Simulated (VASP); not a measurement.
# SiC (P6_3mc) in VASP: further runs

The runs below take SiC through single point, with r2SCAN.

Everything below comes from runs of VASP 6.6.1. Logs are shortened: lines on timing, memory, paths and dates and some standing lists are left out, and cuts for length are marked.

## (1) The cell of the first run

The structure is hexagonal, space group P6_3mc (No. 186). Conventional cell: a = 2.983 Å, b = 2.983 Å, c = 5.048 Å, α = 90.00°, β = 90.00°, γ = 120.00°. Within 2.4 Å of Si (site symmetry 3m) lie 4 C at 1.83 to 1.90 Å. Within 2.4 Å of C (site symmetry 3m) lie 4 Si at 1.83 to 1.90 Å.

## (2) Single point, r2SCAN (strain -0.0300 x Voigt [1, 1, 0, 0, 0, 0])

POSCAR

```
SiC
1.0
    2.9829391557      0.0000000000      0.0000000000
   -1.4914695778      2.5833010868      0.0000000000
    0.0000000000      0.0000000000      5.0481668544
Si C
2 2
Direct
    0.3333333333      0.6666666667      0.0046028828
    0.6666666667      0.3333333333      0.5046028828
    0.3333333333      0.6666666667      0.3803971172
    0.6666666667      0.3333333333      0.8803971172
```

INCAR.step1

```
PREC     = Accurate       # precision mode
ENCUT    = 520            # plane-wave cutoff, eV
ISMEAR   = 0              # smearing method
SIGMA    = 0.05           # smearing width, eV
LREAL    = False          # projectors in reciprocal space
LASPH    = True           # aspherical terms in the spheres
NELM     = 80             # most SCF steps
NBANDS   = 16             # bands
GGA      = PE             # functional
ALGO     = Normal         # electronic algorithm
EDIFF    = 1E-4           # SCF threshold, eV
LWAVE    = True           # write WAVECAR
LCHARG   = False          # write CHGCAR
```

INCAR.step2

```
PREC     = Accurate       # precision mode
ENCUT    = 520            # plane-wave cutoff, eV
EDIFF    = 1E-6           # SCF threshold, eV
ISMEAR   = 0              # smearing method
SIGMA    = 0.05           # smearing width, eV
LREAL    = False          # projectors in reciprocal space
LASPH    = True           # aspherical terms in the spheres
NELM     = 80             # most SCF steps
ALGO     = Normal         # electronic algorithm
ISIF     = 2              # what is computed and relaxed
LWAVE    = False          # write WAVECAR
LCHARG   = True           # write CHGCAR
METAGGA  = R2SCAN         # meta-GGA
LMIXTAU  = True         
LELF     = True           # ELF
LVHAR    = True         
NBANDS   = 16             # bands
ISTART   = 1
```

KPOINTS

```
regular mesh
0
Gamma
  12 12 6
```

Potentials or basis: VASP PAW PBE potentials, release 64 (Si, C).

Run with:

```
$ cat potpaw_PBE.64/Si/POTCAR potpaw_PBE.64/C/POTCAR > POTCAR
$ cp INCAR.step1 INCAR
$ mpirun -np 1 vasp_std > vasp.out
$ cp INCAR.step2 INCAR
$ mpirun -np 1 vasp_std > vasp.out
```

OUTCAR:

```text
PREC = Accurate
   ENCUT = 520
   EDIFF = 1E-6
   ISMEAR = 0
   LREAL = False
   LASPH = True
   NELM = 80
   ISIF = 2
   METAGGA = R2SCAN
   ISTART = 1

 ion  position               nearest neighbor table
   1  0.333  0.667  0.005-   4 1.83   4 1.83   4 1.83   3 1.90   2 3.06   2 3.06   2 3.06   2 3.06
                             2 3.06   2 3.06
   2  0.667  0.333  0.505-   3 1.83   3 1.83   3 1.83   4 1.90   1 3.06   1 3.06   1 3.06   1 3.06
                             1 3.06   1 3.06
   3  0.333  0.667  0.380-   2 1.83   2 1.83   2 1.83   1 1.90
   4  0.667  0.333  0.880-   1 1.83   1 1.83   1 1.83   2 1.90

  LATTYP: Found a hexagonal cell.
 ALAT       =     2.9829391557
 C/A-ratio  =     1.6923465719

  Lattice vectors:

 A1 = (   2.9829391557,   0.0000000000,   0.0000000000)
 A2 = (  -1.4914695778,   2.5833010868,   0.0000000000)
 A3 = (   0.0000000000,   0.0000000000,   5.0481668544)

Analysis of symmetry for initial positions (statically):
=====================================================================
 Subroutine PRICEL returns:
 Original cell was already a primitive cell.

 Routine SETGRP: Setting up the symmetry group for a
 hexagonal supercell.

 Subroutine GETGRP returns: Found 12 space group operations
 (whereof  6 operations were pure point group operations)
 out of a pool of 24 trial point group operations.

The static configuration has the point symmetry C_3v.
 The point group associated with its full space group is C_6v.

Analysis of symmetry for dynamics (positions and initial velocities):
=====================================================================
 Subroutine PRICEL returns:
 Original cell was already a primitive cell.

 Routine SETGRP: Setting up the symmetry group for a
 hexagonal supercell.

 Subroutine GETGRP returns: Found 12 space group operations
 (whereof  6 operations were pure point group operations)
 out of a pool of 24 trial point group operations.

The dynamic configuration has the point symmetry C_3v.
 The point group associated with its full space group is C_6v.

 Subroutine INISYM returns: Found 12 space group operations
 (whereof  6 operations are pure point group operations),
 and found     1 'primitive' translations

----------------------------------------------------------------------------------------

                                     Primitive cell

  volume of cell :      38.9003

  direct lattice vectors                    reciprocal lattice vectors
     2.982939156  0.000000000  0.000000000     0.335239825  0.193550803  0.000000000
    -1.491469578  2.583301087  0.000000000     0.000000000  0.387101606  0.000000000
     0.000000000  0.000000000  5.048166854     0.000000000  0.000000000  0.198091709

  length of vectors
     2.982939156  2.982939156  5.048166854     0.387101606  0.387101606  0.198091709

  position of ions in fractional coordinates (direct lattice)
     0.333333333  0.666666667  0.004602883
     0.666666667  0.333333333  0.504602883
     0.333333333  0.666666667  0.380397117
     0.666666667  0.333333333  0.880397117

  ion indices of the primitive-cell ions
   primitive index   ion index
                 1           1
                 2           2
                 3           3
                 4           4

----------------------------------------------------------------------------------------

 KPOINTS: regular mesh

Automatic generation of k-mesh.
 Grid dimensions read from file:
 generate k-points for:   12   12    6

 Generating k-lattice:

  Cartesian coordinates                     Fractional coordinates (reciprocal lattice)
     0.027936652  0.016129234  0.000000000     0.083333333 -0.000000000  0.000000000
     0.000000000  0.032258467  0.000000000     0.000000000  0.083333333  0.000000000
     0.000000000  0.000000000  0.033015285     0.000000000  0.000000000  0.166666667

  Length of vectors
     0.032258467  0.032258467  0.033015285

  Shift w.r.t. Gamma in fractional coordinates (k-lattice)
     0.000000000  0.000000000  0.000000000

 Subroutine IBZKPT returns following result:
 ===========================================

 Found     76 irreducible k-points:

 Following reciprocal coordinates:
            Coordinates               Weight
  0.000000  0.000000  0.000000      1.000000
  0.083333 -0.000000  0.000000      6.000000
  0.166667 -0.000000  0.000000      6.000000
  0.250000  0.000000  0.000000      6.000000
  0.333333 -0.000000  0.000000      6.000000
  0.416667 -0.000000  0.000000      6.000000
[... 16 lines left out ...]
  0.250000  0.000000  0.166667     12.000000
  0.333333 -0.000000  0.166667     12.000000
 [... further k-points ...]
   k-points           NKPTS =     76   k-points in BZ     NKDIM =     76   number of bands    NBANDS=     16
   number of dos      NEDOS =    301   number of ions     NIONS =      4
   total plane-waves  NPLWV =  23040
   dimension x,y,z NGX =    24 NGY =   24 NGZ =   40
[... 71 lines left out ...]
  band No.  band energies     occupation
      1      -8.0110      2.00000
      2      -4.4103      2.00000
      3      -0.5557      2.00000
      4       7.6428      2.00000
      5       7.6428      2.00000
      6       8.5800      2.00000
[... 8 lines left out ...]
     15      18.9789      0.00000
     16      21.5786      0.00000

 k-point     2 :       0.0833   -0.0000    0.0000
  band No.  band energies     occupation
      1      -7.8767      2.00000
      2      -4.2946      2.00000
      3      -0.4286      2.00000
      4       6.9246      2.00000
      5       7.4080      2.00000
      6       8.4128      2.00000
[... 8 lines left out ...]
     15      19.3103      0.00000
     16      20.3020      0.00000

 k-point     3 :       0.1667   -0.0000    0.0000
  band No.  band energies     occupation
      1      -7.4775      2.00000
      2      -3.9568      2.00000
      3      -0.0549      2.00000
      4       5.3134      2.00000
      5       6.8789      2.00000
      6       7.1992      2.00000
[... 8 lines left out ...]
     15      19.6692      0.00000
     16      19.9539      0.00000

 k-point     4 :       0.2500    0.0000    0.0000
  band No.  band energies     occupation
      1      -6.8259      2.00000
      2      -3.4350      2.00000
      3       0.5275      2.00000
      4       3.5003      2.00000
      5       5.6696      2.00000
      6       6.3052      2.00000
[... 8 lines left out ...]
     15      20.2032      0.00000
     16      20.9997      0.00000

 k-point     5 :       0.3333   -0.0000    0.0000
  band No.  band energies     occupation
      1      -5.9530      2.00000
      2      -2.8500      2.00000
      3       1.0293      2.00000
      4       2.1353      2.00000
      5       4.1026      2.00000
      6       5.8306      2.00000
[... 8 lines left out ...]
     15      21.1635      0.00000
     16      22.6038      0.00000

 k-point     6 :       0.4167   -0.0000    0.0000
  band No.  band energies     occupation
      1      -4.9521      2.00000
      2      -2.5916      2.00000
      3       0.5357      2.00000
      4       2.4501      2.00000
      5       2.7901      2.00000
      6       5.5250      2.00000
[... 8 lines left out ...]
     15      20.9072      0.00000
     16      22.7466      0.00000
[... 267 lines left out ...]
 k-point    21 :       0.0833   -0.0000    0.1667
  band No.  band energies     occupation
      1      -7.7367      2.00000
      2      -4.8105      2.00000
      3       0.3197      2.00000
      4       7.0113      2.00000
      5       7.4880      2.00000
      6       7.6532      2.00000
[... 8 lines left out ...]
     15      19.0210      0.00000
     16      20.8506      0.00000

 k-point    22 :       0.1667   -0.0000    0.1667
  band No.  band energies     occupation
      1      -7.3387      2.00000
      2      -4.4560      2.00000
      3       0.6597      2.00000
      4       5.4295      2.00000
      5       6.8147      2.00000
      6       6.9694      2.00000
[... 8 lines left out ...]
     15      19.8630      0.00000
     16      20.2190      0.00000

 k-point    23 :       0.2500    0.0000    0.1667
  band No.  band energies     occupation
      1      -6.6894      2.00000
      2      -3.8984      2.00000
      3       1.1399      2.00000
      4       3.6853      2.00000
      5       5.3003      2.00000
      6       6.4034      2.00000
[... 8 lines left out ...]
     15      20.8275      0.00000
     16      20.9917      0.00000

 k-point    24 :       0.3333   -0.0000    0.1667
  band No.  band energies     occupation
      1      -5.8212      2.00000
      2      -3.2315      2.00000
      3       1.1437      2.00000
      4       2.7163      2.00000
      5       3.7112      2.00000
      6       5.9334      2.00000
[... 8 lines left out ...]
     15      21.5169      0.00000
     16      22.4856      0.00000

 [... further k-points ...]

------------------------ aborting loop because EDIFF is reached ----------------------------------------

  FORCE on cell =-STRESS in cart. coord.  units (eV):
  Direction    XX          YY          ZZ          XY          YZ          ZX
  --------------------------------------------------------------------------------------
  -------------------------------------------------------------------------------------
  Total        5.5362421      5.5362421      0.4922858      0.0000000      0.0000000      0.0000000
  in kB      228.0197858    228.0197858     20.2756482      0.0000000      0.0000000      0.0000000
  external PRESSURE =     158.7717400 kB  Pullay stress =       0.0000000 kB

 VOLUME and BASIS-vectors are now :
 -----------------------------------------------------------------------------
  energy-cutoff  :      520.00
  volume of cell :       38.90
      direct lattice vectors                 reciprocal lattice vectors
     2.982939156  0.000000000  0.000000000     0.335239825  0.193550803  0.000000000
    -1.491469578  2.583301087  0.000000000     0.000000000  0.387101606  0.000000000
     0.000000000  0.000000000  5.048166854     0.000000000  0.000000000  0.198091709

 POSITION                                       TOTAL-FORCE (eV/Angst)
 -----------------------------------------------------------------------------------
     -0.00000      1.72220      0.02324        -0.000000     -0.000000      0.353789
      1.49147      0.86110      2.54732         0.000000      0.000000      0.353789
     -0.00000      1.72220      1.92031        -0.000000      0.000000     -0.353789
      1.49147      0.86110      4.44439         0.000000      0.000000     -0.353789
 -----------------------------------------------------------------------------------
    total drift:                               -0.000000      0.000000      0.000249

  FREE ENERGIE OF THE ION-ELECTRON SYSTEM (eV)
  ---------------------------------------------------
  free  energy   TOTEN  =       -38.4739727839 eV

  energy  without entropy=      -38.4739727839  energy(sigma->0) =      -38.47397278
```

Run time: 1.8 min. Hardware: 1 thread of AMD EPYC 9R45 (Zen 5), shared host; peak memory 0.15 GiB.

What came out:

```yaml
Free_energy: -38.4740 eV
Pressure: 15.9 GPa
Largest_force: 0.354 eV/Å
Band_gap_on_the_k_mesh: 2.43 eV, indirect (least direct gap 4.92 eV)
```

Forces in eV/Å, atoms in the order of the input:
```
Si   0.000  0.000  0.354
Si   0.000  0.000  0.354
C    0.000  0.000 -0.354
C    0.000  0.000 -0.354
```

Stress tensor (GPa, compression positive):
```
22.80  0.00  0.00
 0.00 22.80  0.00
 0.00  0.00  2.03
```

Caveat: the cell differs from its parent crystal (strain -0.0300 x Voigt [1, 1, 0, 0, 0, 0]); the PAW data sets were made with another functional, which shifts forces and pressure a little.

(Part 1 of 2 ends here.)
